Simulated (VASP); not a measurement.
# AlFe (Pm-3m) in VASP: electric field gradients with r2SCAN

Aim: the electric field gradients of AlFe with r2SCAN.

All numbers are computed with VASP 6.6.1; they aren't measurements. Logs are shortened: lines on timing, memory, paths and dates and some standing lists are left out, and cuts for length are marked.

## (1) The cell of the first run

Symmetry: Pm-3m, No. 221, cubic system. The conventional cell has a = 2.846 Å, b = 2.846 Å, c = 2.846 Å, α = 90.00°, β = 90.00°, γ = 90.00°. Al (site symmetry m-3m) has 8 Fe at 2.46 Å and 6 Al at 2.85 Å within 3.3 Å. Within 3.3 Å of Fe (site symmetry m-3m) lie 8 Al at 2.46 Å and 6 Fe at 2.85 Å.

## (2) Electric field gradients, r2SCAN

POSCAR reads:

```
AlFe
1.0
    2.8455060000      0.0000000000      0.0000000000
    0.0000000000      2.8455060000      0.0000000000
    0.0000000000      0.0000000000      2.8455060000
Al Fe
1 1
Direct
    0.0000000000      0.0000000000      0.0000000000
    0.5000000000      0.5000000000      0.5000000000
```

INCAR.step1 reads:

```
ALGO = Normal
EDIFF = 1E-4
ENCUT = 520
GGA = PE
ISMEAR = -1
LASPH = T
LCHARG = F
LREAL = F
LWAVE = T
NBANDS = 12
NELM = 60
PREC = Accurate
SIGMA = 0.08
```

INCAR.step2 reads:

```
ALGO = Normal
EDIFF = 1E-8
ENCUT = 520
ISIF = 2
ISMEAR = -1
ISTART = 1
LASPH = T
LCHARG = F
LEFG = T
LMIXTAU = T
LREAL = F
LWAVE = F
METAGGA = R2SCAN
NBANDS = 12
NELM = 60
PREC = Accurate
SIGMA = 0.08
```

KPOINTS reads:

```
k-points
0
Gamma
  14 14 14
```

Potentials or basis: VASP PAW PBE potentials, release 64 (Al, Fe).

Started as:

```sh
$ cat potpaw_PBE.64/Al/POTCAR potpaw_PBE.64/Fe/POTCAR > POTCAR
$ cp INCAR.step1 INCAR
$ mpirun -np 1 vasp_std > vasp.out
$ cp INCAR.step2 INCAR
$ mpirun -np 1 vasp_std > vasp.out
```

OUTCAR:

```text
EDIFF = 1E-8
   ENCUT = 520
   ISIF = 2
   ISMEAR = -1
   ISTART = 1
   LASPH = T
   LREAL = F
   METAGGA = R2SCAN
   NELM = 60
   PREC = Accurate

 ion  position               nearest neighbor table
   1  0.000  0.000  0.000-   2 2.46   2 2.46   2 2.46   2 2.46   2 2.46   2 2.46   2 2.46   2 2.46

   2  0.500  0.500  0.500-   1 2.46   1 2.46   1 2.46   1 2.46   1 2.46   1 2.46   1 2.46   1 2.46

  LATTYP: Found a simple cubic cell.
 ALAT       =     2.8455060000

  Lattice vectors:

 A1 = (   2.8455060000,   0.0000000000,   0.0000000000)
 A2 = (   0.0000000000,   2.8455060000,   0.0000000000)
 A3 = (   0.0000000000,   0.0000000000,   2.8455060000)

Analysis of symmetry for initial positions (statically):
=====================================================================
 Subroutine PRICEL returns:
 Original cell was already a primitive cell.

 Routine SETGRP: Setting up the symmetry group for a
 simple cubic supercell.

 Subroutine GETGRP returns: Found 48 space group operations
 (whereof 48 operations were pure point group operations)
 out of a pool of 48 trial point group operations.

The static configuration has the point symmetry O_h .

Analysis of symmetry for dynamics (positions and initial velocities):
=====================================================================
 Subroutine PRICEL returns:
 Original cell was already a primitive cell.

 Routine SETGRP: Setting up the symmetry group for a
 simple cubic supercell.

 Subroutine GETGRP returns: Found 48 space group operations
 (whereof 48 operations were pure point group operations)
 out of a pool of 48 trial point group operations.

The dynamic configuration has the point symmetry O_h .

 Subroutine INISYM returns: Found 48 space group operations
 (whereof 48 operations are pure point group operations),
 and found     1 'primitive' translations

----------------------------------------------------------------------------------------

                                     Primitive cell

  volume of cell :      23.0398

  direct lattice vectors                    reciprocal lattice vectors
     2.845506000  0.000000000  0.000000000     0.351431345  0.000000000  0.000000000
     0.000000000  2.845506000  0.000000000     0.000000000  0.351431345  0.000000000
     0.000000000  0.000000000  2.845506000     0.000000000  0.000000000  0.351431345

  length of vectors
     2.845506000  2.845506000  2.845506000     0.351431345  0.351431345  0.351431345

  position of ions in fractional coordinates (direct lattice)
     0.000000000  0.000000000  0.000000000
     0.500000000  0.500000000  0.500000000

  ion indices of the primitive-cell ions
   primitive index   ion index
                 1           1
                 2           2

----------------------------------------------------------------------------------------

 KPOINTS: k-points

Automatic generation of k-mesh.
 Grid dimensions read from file:
 generate k-points for:   14   14   14

 Generating k-lattice:

  Cartesian coordinates                     Fractional coordinates (reciprocal lattice)
     0.025102239  0.000000000  0.000000000     0.071428571  0.000000000  0.000000000
     0.000000000  0.025102239  0.000000000     0.000000000  0.071428571  0.000000000
     0.000000000  0.000000000  0.025102239     0.000000000  0.000000000  0.071428571

  Length of vectors
     0.025102239  0.025102239  0.025102239

  Shift w.r.t. Gamma in fractional coordinates (k-lattice)
     0.000000000  0.000000000  0.000000000

 Subroutine IBZKPT returns following result:
 ===========================================

 Found    120 irreducible k-points:

 Following reciprocal coordinates:
            Coordinates               Weight
  0.000000  0.000000  0.000000      1.000000
  0.071429  0.000000  0.000000      6.000000
  0.142857  0.000000  0.000000      6.000000
  0.214286  0.000000  0.000000      6.000000
  0.285714  0.000000  0.000000      6.000000
  0.357143  0.000000  0.000000      6.000000
[... 16 lines left out ...]
  0.285714  0.214286  0.000000     24.000000
  0.357143  0.214286  0.000000     24.000000
 [... further k-points ...]
   k-points           NKPTS =    120   k-points in BZ     NKDIM =    120   number of bands    NBANDS=     12
   number of dos      NEDOS =    301   number of ions     NIONS =      2
   total plane-waves  NPLWV =  13824
   dimension x,y,z NGX =    24 NGY =   24 NGZ =   24
   dimension x,y,z NGXF=    48 NGYF=   48 NGZF=   48
   ions per type =               1   1
   NGX,Y,Z   is equivalent  to a cutoff of  14.02, 14.02, 14.02 a.u.
   NGXF,Y,Z  is equivalent  to a cutoff of  28.04, 28.04, 28.04 a.u.
 SYSTEM =  unknown system
   PREC   = accura    normal or accurate (medium, high low for compatibility)
   ISTART =      1    job   : 0-new  1-cont  2-samecut
   ICHARG =      0    charge: 1-file 2-atom 10-const
   ISPIN  =      1    spin polarized calculation?
   LNONCOLLINEAR =      F non collinear calculations
   LSORBIT =      F    spin-orbit coupling
   LASPH  =      T    aspherical Exc in radial PAW
   ENCUT  =  520.0 eV  38.22 Ry    6.18 a.u.   5.29  5.29  5.29*2*pi/ulx,y,z
   NELM   =     60;   NELMIN=  2; NELMDL=  0     # of ELM steps
   EDIFF  = 0.1E-07   stopping-criterion for ELM
   LREAL  =      F    real-space projection
   EDIFFG = 0.1E-06   stopping-criterion for IOM
   NSW    =      0    number of steps for IOM
   IBRION =     -1    ionic relax: 0-MD 1-quasi-New 2-CG
   NFREE  =      0    steps in history (QN), initial steepest desc. (CG)
   ISIF   =      2    stress and relaxation
   ISYM   =      2    0-nonsym 1-usesym 2-fastsym
   POTIM  = 0.5000    time-step for ionic-motion
   TEBEG  =    0.0;   TEEND  =   0.0 temperature during run
   PSTRESS=    0.0 pullay stress
   NELECT =      11.0000    total number of electrons
   NUPDOWN=      -1.0000    fix difference up-down
   EMIN   =  10.00;   EMAX   =-10.00  energy-range for DOS
   EFERMI =   0.00;   METHOD = LEGACY
   ISMEAR =    -1;   SIGMA  =   0.08  broadening in eV -4-tet -1-fermi 0-gaus
   EFERMI_NEDOS =   21; number of points for ismear=-14 and -15
   IALGO  =     38    algorithm
   IMIX   =      4    mixing-type and parameters
     AMIX     =   0.40;   BMIX     =  1.00
     AMIX_MAG =   1.60;   BMIX_MAG =  1.00
  volume/ion in A,a.u.               =      11.52        77.74
  Fermi-wavevector in a.u.,A,eV,Ry     =   1.279517  2.417937 22.274982  1.637165
  Thomas-Fermi vector in A             =   2.411998
   LORBIT       =      0    0 simple, 1 ext, 2 COOP (PROOUT), +10 PAW based schemes
   METAGGA = R2SCAN    functional components
   LHFCALC =     F    Hartree Fock is set to
   AEXX    =    0.0000 exact exchange contribution
   IVDW    =     0    specifies the selected vdW correction
   LEPSILON=     F    determine dielectric tensor
   LRPA    =     F    only Hartree local field effects (RPA)
 non-spin polarized calculation
  energy-cutoff  :      520.00
  volume of cell :       23.04
 maximum number of plane-waves:       639
 NGX is ok and might be reduce to    24
   NGX = 11   NGY = 11   NGZ = 11

 number of electron      11.0000003 magnetization

 Free energy of the ion-electron system (eV)
  ---------------------------------------------------
  ext. energy  EPLUGINS =         0.00000000
  ---------------------------------------------------
  free energy    TOTEN  =       -21.31171437 eV

  energy without entropy =      -21.25333569  energy(sigma->0) =      -21.28252503

 E-fermi :   8.0303     XC(G=0): -13.2566

 val. band max:        8.0295432795   @ k =   0.4286   0.1429   0.0714
 cond. band min:       8.0310938722   @ k =   0.0714   0.0714   0.0000
 fundamental gap:      0.0015505927
 Fermi energy:         8.0303488754

 k-point     1 :       0.0000    0.0000    0.0000
  band No.  band energies     occupation
      1      -2.9533      2.00000
      2       5.7840      2.00000
      3       5.7840      2.00000
      4       8.1645      0.31517
      5       8.1645      0.31517
      6       8.1645      0.31515
      7      15.1830      0.00000
      8      15.1830      0.00000
      9      15.1830      0.00000
     10      18.0879      0.00000
     11      18.0879      0.00000
     12      25.9073      0.00000
[... 331 lines left out ...]
 k-point    24 :       0.3571    0.2143    0.0000
  band No.  band energies     occupation
      1       0.3219      2.00000
      2       4.4548      2.00000
      3       6.2509      2.00000
      4       7.0297      1.99999
      5       7.3574      1.99956
      6       7.8661      1.77243
      7      10.0413      0.00000
      8      13.8452      0.00000
      9      17.7169      0.00000
     10      19.3414      0.00000
     11      21.7541      0.00000
     12      24.2588      0.00000

 [... further k-points ...]

------------------------ aborting loop because EDIFF is reached ----------------------------------------

  FORCE on cell =-STRESS in cart. coord.  units (eV):
  Direction    XX          YY          ZZ          XY          YZ          ZX
  --------------------------------------------------------------------------------------
  -------------------------------------------------------------------------------------
  Total       -0.0688526     -0.0688526     -0.0688526      0.0000000     -0.0000000     -0.0000000
  in kB       -4.7879829     -4.7879829     -4.7879829      0.0000000     -0.0000000     -0.0000000
  external PRESSURE =      -4.7879829 kB  Pullay stress =       0.0000000 kB

 VOLUME and BASIS-vectors are now :
 -----------------------------------------------------------------------------
  energy-cutoff  :      520.00
  volume of cell :       23.04
      direct lattice vectors                 reciprocal lattice vectors
     2.845506000  0.000000000  0.000000000     0.351431345  0.000000000  0.000000000
     0.000000000  2.845506000  0.000000000     0.000000000  0.351431345  0.000000000
     0.000000000  0.000000000  2.845506000     0.000000000  0.000000000  0.351431345

 POSITION                                       TOTAL-FORCE (eV/Angst)
 -----------------------------------------------------------------------------------
      0.00000      0.00000      0.00000         0.000000      0.000000      0.000000
      1.42275      1.42275      1.42275         0.000000      0.000000      0.000000
 -----------------------------------------------------------------------------------
    total drift:                                0.000000     -0.000000     -0.000000

  FREE ENERGIE OF THE ION-ELECTRON SYSTEM (eV)
  ---------------------------------------------------
  free  energy   TOTEN  =       -21.3117143689 eV

  energy  without entropy=      -21.2533356891  energy(sigma->0) =      -21.28252503

 Electric field gradients (V/A^2)
---------------------------------------------------------------------
 ion       V_xx      V_yy      V_zz      V_xy      V_xz      V_yz
---------------------------------------------------------------------
   1       0.000    -0.000    -0.000     0.000     0.000    -0.000
   2      -0.000     0.000    -0.000    -0.000     0.000    -0.000
---------------------------------------------------------------------

 Electric field gradients after diagonalization (V/A^2)
 (convention: |V_zz| > |V_xx| > |V_yy|)
----------------------------------------------------------------------
 ion       V_xx      V_yy      V_zz     asymmetry (V_yy - V_xx)/ V_zz
----------------------------------------------------------------------
   1      -0.000     0.000    -0.000      -0.542
   2      -0.000    -0.000     0.000       0.597
----------------------------------------------------------------------

           NMR quadrupolar parameters

 Cq : quadrupolar parameter    Cq=e*Q*V_zz/h
 eta: asymmetry parameters     (V_yy - V_xx)/ V_zz
 Q  : nuclear electric quadrupole moment in mb (millibarn)
----------------------------------------------------------------------
 ion       Cq(MHz)       eta       Q (mb)
----------------------------------------------------------------------
   1      -0.000      -0.542       1.000
   2       0.000       0.597       1.000
----------------------------------------------------------------------
```

It took 79 s on 1 thread of Intel Xeon Platinum 8259CL at 2.50GHz (Skylake/Cascade Lake), shared host; peak memory 0.17 GiB.

What came out:

```
Free energy                             : -21.3117 eV
Pressure                                : -0.5 GPa
Band gap on the k mesh                  : zero (an odd number of electrons rules out a gap without spin polarisation)
Largest electric field gradient by atom : under 0.05 V/Å² on every atom
```

Levels at points of the mesh, in eV from the Fermi level:
| k point | band 4 | band 5 | band 6 | band 7 | band 8 | band 9 |
| --- | --- | --- | --- | --- | --- | --- |
| (0.00, 0.00, 0.00) | 0.13 | 0.13 | 0.13 | 7.15 | 7.15 | 7.15 |
| (0.50, 0.00, 0.00) | -0.93 | -0.93 | 0.27 | 1.61 | 9.27 | 12.05 |
| (0.50, 0.50, 0.00) | -2.18 | -0.68 | -0.68 | 1.15 | 3.97 | 4.95 |
| (0.50, 0.50, 0.50) | 1.20 | 1.20 | 3.27 | 3.27 | 3.27 | 5.49 |

Caveat: the PAW data sets were made with another functional, which shifts forces and pressure a little; the run has no spin polarisation, though such a crystal can be magnetic. Spin polarisation is off, so any magnetic state and its effect on volume and gap are missing.
